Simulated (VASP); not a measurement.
# Si4O (I4/mmm) in VASP: further runs, part 2 of 2

VASP 6.6.1. Earlier steps stand in the parts before.

## Step 3: Single point, PBE

This run uses another cell than the first one, of 15.05 Å³/atom.

File INCAR:

```
SYSTEM = Si4O
PREC = Accurate ; ENCUT = 520
EDIFF = 1E-7 ; ISMEAR = 0
SIGMA = 0.1 ; LREAL = .False.
LASPH = .True. ; NELM = 80
ALGO = Normal ; ISIF = 2
LWAVE = .False. ; LCHARG = .True.
GGA = PE ; LELF = .True.
LVHAR = .True. ; NBANDS = 19
```

File KPOINTS:

```
regular mesh
0
Gamma
  6 6 6
  0 0 0
```

File POSCAR:

```
Si4O
1.0
   -1.9979617547      1.9979617547      4.7139500686
    1.9979617547     -1.9979617547      4.7139500686
    1.9979617547      1.9979617547     -4.7139500686
Si O
4 1
Direct
    0.6580982564      0.6580982564      0.0000000000
    0.5000000000      0.0000000000      0.5000000000
    0.0000000000      0.5000000000      0.5000000000
    0.3419017436      0.3419017436      0.0000000000
    0.0000000000      0.0000000000      0.0000000000
```

Potentials or basis: VASP PAW PBE potentials, release 64 (Si, O).

Run with:

```console
> cat potpaw_PBE.64/Si/POTCAR potpaw_PBE.64/O/POTCAR > POTCAR
> mpirun -np 1 vasp_std > vasp.out
```

OUTCAR:

```text
SYSTEM = Si4O
   PREC = Accurate
   ENCUT = 520
   EDIFF = 1E-7
   ISMEAR = 0
   LREAL = .False.
   LASPH = .True.
   NELM = 80
   ISIF = 2
   GGA = PE

 ion  position               nearest neighbor table
   1  0.658  0.658  0.000-   2 2.49   3 2.49   2 2.49   3 2.49   4 2.98
   2  0.500  0.000  0.500-   5 2.00   5 2.00   1 2.49   1 2.49   4 2.49   4 2.49   3 2.83   3 2.83
                             3 2.83   3 2.83
   3  0.000  0.500  0.500-   5 2.00   5 2.00   1 2.49   1 2.49   4 2.49   4 2.49   2 2.83   2 2.83
                             2 2.83   2 2.83
   4  0.342  0.342  0.000-   3 2.49   2 2.49   2 2.49   3 2.49   1 2.98
   5  0.000  0.000  0.000-   2 2.00   3 2.00   3 2.00   2 2.00

  LATTYP: Found a body centered tetragonal cell.
 ALAT       =     3.9959235094
 C/A-ratio  =     2.3593795314

  Lattice vectors:

 A1 = (  -1.9979617547,   1.9979617547,   4.7139500686)
 A2 = (   1.9979617547,  -1.9979617547,   4.7139500686)
 A3 = (   1.9979617547,   1.9979617547,  -4.7139500686)

Analysis of symmetry for initial positions (statically):
=====================================================================
 Subroutine PRICEL returns:
 Original cell was already a primitive cell.

 Routine SETGRP: Setting up the symmetry group for a
 body centered tetragonal supercell.

 Subroutine GETGRP returns: Found 16 space group operations
 (whereof 16 operations were pure point group operations)
 out of a pool of 16 trial point group operations.

The static configuration has the point symmetry D_4h.

Analysis of symmetry for dynamics (positions and initial velocities):
=====================================================================
 Subroutine PRICEL returns:
 Original cell was already a primitive cell.

 Routine SETGRP: Setting up the symmetry group for a
 body centered tetragonal supercell.

 Subroutine GETGRP returns: Found 16 space group operations
 (whereof 16 operations were pure point group operations)
 out of a pool of 16 trial point group operations.

The dynamic configuration has the point symmetry D_4h.

 Subroutine INISYM returns: Found 16 space group operations
 (whereof 16 operations are pure point group operations),
 and found     1 'primitive' translations

----------------------------------------------------------------------------------------

                                     Primitive cell

  volume of cell :      75.2695

  direct lattice vectors                    reciprocal lattice vectors
    -1.997961755  1.997961755  4.713950069     0.000000000  0.250255041  0.106068158
     1.997961755 -1.997961755  4.713950069     0.250255041  0.000000000  0.106068158
     1.997961755  1.997961755 -4.713950069     0.250255041  0.250255041  0.000000000

  length of vectors
     5.495910079  5.495910079  5.495910079     0.271805150  0.271805150  0.353914072

  position of ions in fractional coordinates (direct lattice)
     0.658098256  0.658098256  0.000000000
     0.500000000  0.000000000  0.500000000
     0.000000000  0.500000000  0.500000000
     0.341901744  0.341901744  0.000000000
     0.000000000  0.000000000  0.000000000

  ion indices of the primitive-cell ions
   primitive index   ion index
                 1           1
                 2           2
                 3           3
                 4           4
                 5           5

[... 29 lines left out ...]
  0.166667 -0.000000  0.000000      8.000000
  0.333333 -0.000000  0.000000      8.000000
  0.500000 -0.000000  0.000000      4.000000
  0.166667  0.166667  0.000000      8.000000
  0.333333  0.166667  0.000000     16.000000
[... 16 lines left out ...]
 -0.333333 -0.333333  0.166667      8.000000
 -0.166667 -0.333333  0.166667      8.000000
 [... further k-points ...]
   k-points           NKPTS =     30   k-points in BZ     NKDIM =     30   number of bands    NBANDS=     19
   number of dos      NEDOS =    301   number of ions     NIONS =      5
   total plane-waves  NPLWV =  74088
   dimension x,y,z NGX =    42 NGY =   42 NGZ =   42
   dimension x,y,z NGXF=    84 NGYF=   84 NGZF=   84
   ions per type =               4   1
   NGX,Y,Z   is equivalent  to a cutoff of  12.70, 12.70, 12.70 a.u.
   NGXF,Y,Z  is equivalent  to a cutoff of  25.41, 25.41, 25.41 a.u.
 SYSTEM =  Si4O
   PREC   = accura    normal or accurate (medium, high low for compatibility)
   ISTART =      0    job   : 0-new  1-cont  2-samecut
   ICHARG =      2    charge: 1-file 2-atom 10-const
   ISPIN  =      1    spin polarized calculation?
   LNONCOLLINEAR =      F non collinear calculations
   LSORBIT =      F    spin-orbit coupling
   LASPH  =      T    aspherical Exc in radial PAW
   ENCUT  =  520.0 eV  38.22 Ry    6.18 a.u.  10.22 10.22 10.22*2*pi/ulx,y,z
   NELM   =     80;   NELMIN=  2; NELMDL= -5     # of ELM steps
   EDIFF  = 0.1E-06   stopping-criterion for ELM
   LREAL  =      F    real-space projection
   EDIFFG = 0.1E-05   stopping-criterion for IOM
   NSW    =      0    number of steps for IOM
   IBRION =     -1    ionic relax: 0-MD 1-quasi-New 2-CG
   NFREE  =      0    steps in history (QN), initial steepest desc. (CG)
   ISIF   =      2    stress and relaxation
   ISYM   =      2    0-nonsym 1-usesym 2-fastsym
   POTIM  = 0.5000    time-step for ionic-motion
   TEBEG  =    0.0;   TEEND  =   0.0 temperature during run
   PSTRESS=    0.0 pullay stress
   NELECT =      22.0000    total number of electrons
   NUPDOWN=      -1.0000    fix difference up-down
   EMIN   =  10.00;   EMAX   =-10.00  energy-range for DOS
   EFERMI =   0.00;   METHOD = LEGACY
   ISMEAR =     0;   SIGMA  =   0.10  broadening in eV -4-tet -1-fermi 0-gaus
   EFERMI_NEDOS =   21; number of points for ismear=-14 and -15
   IALGO  =     38    algorithm
   IMIX   =      4    mixing-type and parameters
     AMIX     =   0.40;   BMIX     =  1.00
     AMIX_MAG =   1.60;   BMIX_MAG =  1.00
  volume/ion in A,a.u.               =      15.05       101.59
  Fermi-wavevector in a.u.,A,eV,Ry     =   1.086449  2.053091 16.059924  1.180371
  Thomas-Fermi vector in A             =   2.222586
   LORBIT       =      0    0 simple, 1 ext, 2 COOP (PROOUT), +10 PAW based schemes
   GGA     = PE    functional components
   LHFCALC =     F    Hartree Fock is set to
   AEXX    =    0.0000 exact exchange contribution
   IVDW    =     0    specifies the selected vdW correction
   LEPSILON=     F    determine dielectric tensor
   LRPA    =     F    only Hartree local field effects (RPA)
 non-spin polarized calculation
 Gauss-broadening in eV      SIGMA  =   0.10
  energy-cutoff  :      520.00
  volume of cell :       75.27
 maximum number of plane-waves:      2050
 NGX is ok and might be reduce to    42
   NGX = 21   NGY = 21   NGZ = 21

 number of electron      21.9999999 magnetization

 Free energy of the ion-electron system (eV)
  ---------------------------------------------------
  ext. energy  EPLUGINS =         0.00000000
  ---------------------------------------------------
  free energy    TOTEN  =       -26.58930846 eV

  energy without entropy =      -26.58829430  energy(sigma->0) =      -26.58880138

 E-fermi :   7.3759     XC(G=0): -10.4349

 val. band max:        7.2528448340   @ k =  -0.1667  -0.1667   0.1667
 cond. band min:       7.4884862594   @ k =  -0.1667   0.1667   0.1667
 fundamental gap:      0.2356414254
 Fermi energy:         7.3759162967

 k-point     1 :       0.0000    0.0000    0.0000
  band No.  band energies     occupation
      1     -12.8837      2.00000
      2      -4.1336      2.00000
      3      -0.4483      2.00000
      4      -0.4483      2.00000
      5       0.1161      2.00000
      6       2.6217      2.00000
[... 505 lines left out ...]
      6       3.2884      2.00000
[... 11 lines left out ...]
     18      13.3535      0.00000
     19      14.5976      0.00000

 [... further k-points ...]

------------------------ aborting loop because EDIFF is reached ----------------------------------------

  FORCE on cell =-STRESS in cart. coord.  units (eV):
  Direction    XX          YY          ZZ          XY          YZ          ZX
  --------------------------------------------------------------------------------------
  -------------------------------------------------------------------------------------
  Total        0.0396141      0.0396141     -0.0582060      0.0000000      0.0000000      0.0000000
  in kB        0.8432203      0.8432203     -1.2389643      0.0000000      0.0000000      0.0000000
  external PRESSURE =       0.1491588 kB  Pullay stress =       0.0000000 kB

 VOLUME and BASIS-vectors are now :
 -----------------------------------------------------------------------------
  energy-cutoff  :      520.00
  volume of cell :       75.27
      direct lattice vectors                 reciprocal lattice vectors
    -1.997961755  1.997961755  4.713950069     0.000000000  0.250255041  0.106068158
     1.997961755 -1.997961755  4.713950069     0.250255041  0.000000000  0.106068158
     1.997961755  1.997961755 -4.713950069     0.250255041  0.250255041  0.000000000

 POSITION                                       TOTAL-FORCE (eV/Angst)
 -----------------------------------------------------------------------------------
      0.00000      0.00000      6.20448        -0.000000     -0.000000      0.016128
      0.00000      1.99796      0.00000        -0.000000     -0.000000     -0.000000
      1.99796      0.00000      0.00000        -0.000000     -0.000000     -0.000000
      0.00000      0.00000      3.22342         0.000000      0.000000     -0.016128
      0.00000      0.00000      0.00000        -0.000000     -0.000000     -0.000000
 -----------------------------------------------------------------------------------
    total drift:                                0.000000     -0.000000     -0.000000

  FREE ENERGIE OF THE ION-ELECTRON SYSTEM (eV)
  ---------------------------------------------------
  free  energy   TOTEN  =       -26.5893084567 eV

  energy  without entropy=      -26.5882942968  energy(sigma->0) =      -26.58880138
```

OSZICAR:

```text
N       E                     dE             d eps       ncg     rms          rms(c)
DAV:   1     0.534689040985E+02    0.53469E+02   -0.91856E+03  1140   0.999E+02
DAV:   2    -0.235881111165E+02   -0.77057E+02   -0.74277E+02  1548   0.160E+02
DAV:   3    -0.278453911062E+02   -0.42573E+01   -0.41852E+01  1426   0.360E+01
DAV:   4    -0.278865615292E+02   -0.41170E-01   -0.41130E-01  1511   0.402E+00
DAV:   5    -0.278869632666E+02   -0.40174E-03   -0.40171E-03  1435   0.387E-01    0.891E+00
DAV:   6    -0.266346501577E+02    0.12523E+01   -0.54907E+00  1343   0.200E+01    0.458E+00
DAV:   7    -0.265941782671E+02    0.40472E-01   -0.71198E-01  1266   0.595E+00    0.222E+00
DAV:   8    -0.265969565241E+02   -0.27783E-02   -0.22115E-01  1377   0.304E+00    0.719E-01
DAV:   9    -0.265890776657E+02    0.78789E-02   -0.53623E-02  1465   0.190E+00    0.274E-01
DAV:  10    -0.265892641111E+02   -0.18645E-03   -0.68506E-03  1267   0.586E-01    0.126E-01
DAV:  11    -0.265893098770E+02   -0.45766E-04   -0.72499E-04  1392   0.165E-01    0.456E-02
DAV:  12    -0.265893086992E+02    0.11778E-05   -0.32846E-05  1503   0.384E-02    0.857E-03
DAV:  13    -0.265893095670E+02   -0.86779E-06   -0.14787E-05  1346   0.272E-02    0.781E-03
DAV:  14    -0.265893084885E+02    0.10785E-05   -0.41109E-06  1426   0.164E-02    0.166E-03
DAV:  15    -0.265893084567E+02    0.31827E-07   -0.42491E-07  1246   0.476E-03
   1 F= -.26589308E+02 E0= -.26588801E+02  d E =-.101416E-02
```

stdout:

```text
POSCAR found type information on POSCAR SiO
 POSCAR found :  2 types and       5 ions
 scaLAPACK will be used
 LDA part: xc-table for (Slater+PW92), standard interpolation
 POSCAR, INCAR and KPOINTS ok, starting setup
 FFT: planning ... GRIDC
 FFT: planning ... GRID_SOFT
 FFT: planning ... GRID
 WAVECAR not read
 entering main loop
```

Run time: 36 s. Hardware: 1 thread of Intel Xeon 6975P-C (Granite Rapids), shared host; peak memory 0.25 GiB.

Results:

```
Free energy            : -26.5893 eV
Pressure               : 0.0 GPa
Largest force          : 0.016 eV/Å
Band gap on the k mesh : zero (bands 11 and 12 overlap by 1.45 eV)
```

Forces on the atoms (eV/Å):
```
Si   0.000  0.000  0.016
Si   0.000  0.000  0.000
Si   0.000  0.000  0.000
Si   0.000  0.000 -0.016
O    0.000  0.000  0.000
```

Levels at points of the mesh, in eV from the Fermi level:
```tsv
k point	band 8	band 9	band 10	band 11	band 12	band 13	band 14	band 15
(0.00, 0.00, 0.00)	-3.57	-1.40	-1.40	-0.63	-0.63	0.41	2.20	2.25
(0.50, 0.00, 0.00)	-3.28	-2.38	-0.38	0.19	0.53	0.91	2.73	4.41
(0.50, 0.50, 0.00)	-2.99	-2.39	-2.23	-2.13	1.84	1.85	2.12	5.85
(0.50, 0.50, 0.50)	-1.88	-1.88	-0.41	0.81	1.59	1.59	1.78	2.42
```

## Step 4: Relaxation of cell and atoms, PBE

File INCAR:

```
SYSTEM = Si4O
PREC = Accurate
ENCUT = 600
EDIFF = 1E-6
ISMEAR = 0
SIGMA = 0.1
LREAL = .False.
LASPH = .True.
NELM = 80
ALGO = Normal
ISIF = 3
LWAVE = .False.
LCHARG = .False.
GGA = PE
IBRION = 2
NSW = 90
EDIFFG = -0.04
```

KPOINTS is that of step 3.

File POSCAR:

```
Si4O
1.0
   -2.0752151300      2.0752151300      3.8019579500
    2.0752151300     -2.0752151300      3.8019579500
    2.0752151300      2.0752151300     -3.8019579500
Si O
4 1
Direct
    0.7481527900      0.7481527900      0.0000000000
    0.5000000000      0.0000000000      0.5000000000
    0.0000000000      0.5000000000      0.5000000000
    0.2518472100      0.2518472100      0.0000000000
    0.0000000000      0.0000000000      0.0000000000
```

Run with:

```console
> cat potpaw_PBE.64/Si/POTCAR potpaw_PBE.64/O/POTCAR > POTCAR
> mpirun -np 1 vasp_std > vasp.out
```

Run time: 5.1 min. Hardware: 1 thread of Intel Xeon 6975P-C (Granite Rapids), shared host; peak memory 0.25 GiB.

The run converged. Its results:

```
Free energy                           : -26.5791 eV
Relaxed volume                        : 14.90 Å³/atom
Relaxed cell                          : a = 5.453 Å, b = 5.453 Å, c = 5.453 Å, α = 137.01°, β = 137.01°, γ = 62.43°
Space group after relaxing (to 0.1 Å) : I4/mmm (No. 139)
Energy gained by relaxing             : 448.6 meV/atom
Ionic steps                           : 20
Pressure after relaxing               : -0.1 GPa
Largest force after relaxing          : 0.014 eV/Å
Band gap on the k mesh                : zero (bands 11 and 12 overlap by 1.60 eV)
```

Forces on the atoms (eV/Å):
```
Si   0.000  0.000 -0.014
Si   0.000  0.000  0.000
Si   0.000  0.000  0.000
Si   0.000  0.000  0.014
O    0.000  0.000  0.000
```

The path:
| step | energy change (eV) | largest force (eV/Å) | pressure (GPa) | volume (Å³) |
| --- | --- | --- | --- | --- |
| 1 | 0.0000 | 3.0192 | 10.29 | 65.49 |
| 2 | -0.8492 | 1.6159 | -5.25 | 73.75 |
| 3 | -0.8915 | 1.3980 | -7.79 | 76.02 |
| 4 | -1.5327 | 1.2201 | -4.66 | 71.31 |
| 5 | -0.4439 | 2.9239 | 42.59 | 57.74 |
| 6 | -1.8634 | 1.0559 | -1.07 | 68.25 |
| 7 | -1.8893 | 0.1978 | 13.42 | 63.02 |
| 8 | -1.9954 | 0.6475 | 4.38 | 65.78 |
| 9 | -1.9990 | 0.4905 | 6.12 | 65.15 |
| 10 | -2.1540 | 0.0775 | 5.69 | 68.23 |
| 11 | -2.1705 | 0.2559 | 5.98 | 69.35 |
| 12 | -2.1522 | 0.4575 | -5.49 | 77.71 |
| 13 | -2.2363 | 0.1036 | -0.08 | 73.10 |
| 14 | -2.2363 | 0.0970 | 0.03 | 73.03 |
| 15 | -2.2381 | 0.0902 | 0.03 | 73.24 |
| 16 | -2.2412 | 0.0749 | 0.06 | 73.75 |
| 17 | -2.2412 | 0.0161 | 0.12 | 74.79 |
| 18 | -2.2425 | 0.0514 | 0.11 | 74.22 |
| 19 | -2.2427 | 0.0180 | -0.26 | 74.74 |
| 20 | -2.2431 | 0.0142 | -0.10 | 74.51 |

Final structure:
```
Si O
1.0
    -1.99846    1.99846    4.66394
     1.99846   -1.99846    4.66394
     1.99846    1.99846   -4.66394
Si O
4 1
Direct
  0.66009 0.66009 0.00000
  0.50000 0.00000 0.50000
  0.00000 0.50000 0.50000
  0.33991 0.33991 0.00000
  0.00000 0.00000 0.00000
```

Levels at points of the mesh, in eV from the Fermi level:
| k point | band 8 | band 9 | band 10 | band 11 | band 12 | band 13 | band 14 | band 15 |
| --- | --- | --- | --- | --- | --- | --- | --- | --- |
| (0.00, 0.00, 0.00) | -3.60 | -1.35 | -1.35 | -0.68 | -0.68 | 0.38 | 2.21 | 2.29 |
| (0.50, 0.00, 0.00) | -3.24 | -2.34 | -0.30 | 0.24 | 0.56 | 0.91 | 2.73 | 4.35 |
| (0.50, 0.50, 0.00) | -3.00 | -2.40 | -2.14 | -2.08 | 1.87 | 1.90 | 2.19 | 5.88 |
| (0.50, 0.50, 0.50) | -1.87 | -1.87 | -0.39 | 0.92 | 1.68 | 1.68 | 1.85 | 2.56 |

## Step 5: Summary

| task | cell | cutoff (eV) | gap on the mesh (eV) | pressure (GPa) | largest force (eV/Å) |
| --- | --- | --- | --- | --- | --- |
| single point | a = 4.803 Å, angles 128.8, 128.8, 75.3°, 5 atoms, atomic positions A | 520 | none | 10.3 | 3.02 |
| single point | a = 5.496 Å, angles 137.4, 137.4, 61.9°, 5 atoms, atomic positions B | 520 | none | 0.0 | 0.02 |
| relaxation of cell and atoms | relaxed from a = 4.803 Å, angles 128.8, 128.8, 75.3°, 5 atoms, atomic positions A | 600 | none | -0.1 | 0.01 |

Alike in all rows: level PBE; potentials or basis VASP PAW PBE potentials, release 64 (Si, O); no spin polarisation; k mesh 6 × 6 × 6; smearing gaussian 0.1 eV.

Caveats: the cell stands under pressure (at least some runs); forces of over 1 eV/Å act on the atoms, so gaps and moduli don't describe the material at rest (at least some runs).

Total energies depend on the potentials used, so only differences within one code and one set of settings carry meaning.
